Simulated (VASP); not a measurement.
Input of a VASP 6.6.1 run:

File POSCAR:

```
BaTe
1.0
    0.0000000000      3.4100000000      3.4100000000
    3.4100000000      0.0000000000      3.4100000000
    3.4100000000      3.4100000000      0.0000000000
Ba Te
1 1
Direct
    0.0000000000      0.0000000000      0.0000000000
    0.5073313783      0.4926686217      0.5073313783
```

INCAR.step1

```
SYSTEM = BaTe
PREC = Accurate
ENCUT = 520
ISMEAR = 0
SIGMA = 0.05
LREAL = .FALSE.
LASPH = .TRUE.
NELM = 60
NBANDS = 15
GGA = PE
ALGO = Normal
EDIFF = 1E-4
LWAVE = .TRUE.
LCHARG = .FALSE.
```

INCAR.step2

```
SYSTEM = BaTe
PREC = Accurate
ENCUT = 520
EDIFF = 1E-6
ISMEAR = 0
SIGMA = 0.05
LREAL = .FALSE.
LASPH = .TRUE.
NELM = 60
ALGO = Normal
ISIF = 2
LWAVE = .FALSE.
LCHARG = .TRUE.
METAGGA = R2SCAN
LMIXTAU = .TRUE.
LELF = .TRUE.
LVHAR = .TRUE.
NBANDS = 15
ISTART = 1
```

KPOINTS

```
Automatic mesh
0
G
  8 8 8
  0 0 0
```

Potentials or basis: VASP PAW PBE potentials, release 64 (Ba_sv, Te).

Launch:

```bash
$ cat potpaw_PBE.64/Ba_sv/POTCAR potpaw_PBE.64/Te/POTCAR > POTCAR
$ cp INCAR.step1 INCAR
$ mpirun -np 1 vasp_std > vasp.out
$ cp INCAR.step2 INCAR
$ mpirun -np 1 vasp_std > vasp.out
```

What does it give for the pressure?

4.5 GPa.

Estimate the largest force.

0.169 eV/Å.

Estimate the band gap on the k mesh.

1.69 eV (least direct gap 2.07 eV).

Forces on the atoms (eV/Å):
```
Ba   0.000  0.169  0.000
Te   0.000 -0.169  0.000
```

Caveat: the cell differs from its parent crystal (all Te atoms moved +0.050 Å, as atom 2 along Cartesian [0 1 0]); the cell stands under pressure; the PAW data sets were made with another functional, which shifts forces and pressure a little; spin-orbit coupling is left out, which moves the levels of the heavy elements. A k mesh can miss the band edges.
